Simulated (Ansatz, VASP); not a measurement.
**Ga2O3: VASP beside Ansatz**

File INCAR:

```
SYSTEM = Ga2O3
PREC = Accurate
ENCUT = 520
EDIFF = 1E-7
ISMEAR = -1
SIGMA = 0.05
LREAL = .False.
LASPH = .True.
NELM = 80
ALGO = Normal
ISIF = 2
LWAVE = .False.
LCHARG = .True.
GGA = RE
IVDW = 12
LELF = .True.
LVHAR = .True.
NBANDS = 55
```

KPOINTS

```
regular mesh
0
Gamma
  9 9 5
  0 0 0
```

File POSCAR:

```
Ga2O3
1.0
    5.9823323659     -1.4875504854      0.0000000000
    5.9823323659      1.4875504854      0.0000000000
   -1.3576954693      0.0000000000      5.5150783517
Ga O
4 6
Direct
    0.3413400000      0.3413400000      0.6859800000
    0.6586600000      0.6586600000      0.3140200000
    0.9095000000      0.9095000000      0.2054000000
    0.0905000000      0.0905000000      0.7946000000
    0.5041000000      0.5041000000      0.7434000000
    0.4959000000      0.4959000000      0.2566000000
    0.8267000000      0.8267000000      0.4368000000
    0.1733000000      0.1733000000      0.5632000000
    0.8355000000      0.8355000000      0.8902000000
    0.1645000000      0.1645000000      0.1098000000
```

The input input.yaml:

```yaml
crystal:
  lattice:
    - [5.9823323659, -1.4875504854, 0.0]
    - [5.9823323659, 1.4875504854, 0.0]
    - [-1.3576954693, 0.0, 5.5150783517]
  atoms:
    - { symbol: Ga, position: [0.34134, 0.34134, 0.68598] }
    - { symbol: Ga, position: [0.65866, 0.65866, 0.31402] }
    - { symbol: Ga, position: [0.9095, 0.9095, 0.2054] }
    - { symbol: Ga, position: [0.0905, 0.0905, 0.7946] }
    - { symbol: O, position: [0.5041, 0.5041, 0.7434] }
    - { symbol: O, position: [0.4959, 0.4959, 0.2566] }
    - { symbol: O, position: [0.8267, 0.8267, 0.4368] }
    - { symbol: O, position: [0.1733, 0.1733, 0.5632] }
    - { symbol: O, position: [0.8355, 0.8355, 0.8902] }
    - { symbol: O, position: [0.1645, 0.1645, 0.1098] }
hamiltonian:
  xc: revpbe
  pseudopotentials: { kind: paw }
  dispersion: d3bj
kpoints:
  mp_grid: { grid: [9, 9, 5] }
scf:
  occupations: { method: fermi_dirac, width: 0.05 }
output:
  forces: true
  stress: true
  eigenvalues: true
```

Alike in both runs: task single point; functional revPBE; dispersion D3(BJ); k mesh 9 × 9 × 5; occupations fermi-dirac, width 0.05 eV; no spin polarisation.

```csv
,VASP,Ansatz
version,VASP 6.6.1,Ansatz 0.2.0
potentials or method,"VASP PAW PBE potentials, release 64 (Ga_d, O)",Ansatz PAW
plane-wave cutoff (eV),520,420
valence electrons in the cell,88,88
```

|  | VASP | Ansatz | Ansatz less VASP |
| --- | --- | --- | --- |
| gap on the k mesh at the Fermi level (eV) | 3.09 | 3.09 | +0.003 |
| least direct gap on the mesh (eV) | 3.09 | 3.09 | +0.001 |
| pressure (GPa) | 22.5 | 22.2 | -0.27 |
| traceless stress, the component that is largest in VASP (GPa) | 1.91 | 1.82 | -0.086 |
| rms of the force components (eV/Å) | 0.241 | 0.247 | +0.0061 |

VASP's potentials were made for PBE, not for revPBE. Atom by atom the forces differ by 0.025 eV/Å (rms over components).

Noted on Ansatz's run: odd divisions of the mesh miss points on the zone boundary, where band edges often lie, so the gap on the mesh can be too wide.
